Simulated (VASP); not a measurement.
Wanted: the native input for a VASP 6.6.1 run.

```yaml
Task: single point
Functional: PBE
Potentials_or_basis: VASP PAW PBE potentials, release 64 (Li_sv, Cl)
Cutoff: 520 eV
k_mesh: 8 × 8 × 8
Occupations: gaussian, width 0.1 eV
Spin: no spin polarisation
Dipole_correction: no
Further_INCAR_settings: ALGO = Normal; EDIFF = 1e-07; NBANDS = 32
```

The structure of LiCl6 lies in POSCAR:

```
LiCl6
1.0
    5.4546121562      0.0000000000      0.0000000000
    0.0000000000      5.4546121562      0.0000000000
    0.0000000000      0.0000000000      5.4546121562
Li Cl
1 6
Direct
    0.0000000000      0.0000000000      0.0000000000
    0.5000000000      0.0000000000      0.0000000000
    0.0000000000      0.5000000000      0.0000000000
    0.0000000000      0.0000000000      0.5000000000
    0.0000000000      0.5000000000      0.5000000000
    0.5000000000      0.0000000000      0.5000000000
    0.5000000000      0.5000000000      0.0000000000
```

These files were run (other wordings do the same):

INCAR

```
SYSTEM = LiCl6
PREC = Accurate
ENCUT = 520
EDIFF = 1E-7
ISMEAR = 0
SIGMA = 0.1
LREAL = .False.
LASPH = .True.
NELM = 100
ALGO = Normal
ISIF = 2
LWAVE = .False.
LCHARG = .False.
GGA = PE
NBANDS = 32
```

KPOINTS

```
regular mesh
0
Gamma
  8 8 8
  0 0 0
```

Potentials or basis: VASP PAW PBE potentials, release 64 (Li_sv, Cl).

Run with:

```console
$ cat potpaw_PBE.64/Li_sv/POTCAR potpaw_PBE.64/Cl/POTCAR > POTCAR
$ mpirun -np 1 vasp_std > vasp.out
```

Wall time 120 s on 1 thread of Intel(R) Xeon(R) Platinum 8375C CPU @ 2.90GHz (Ice Lake), with other jobs on the host, peak memory 0.32 GiB.
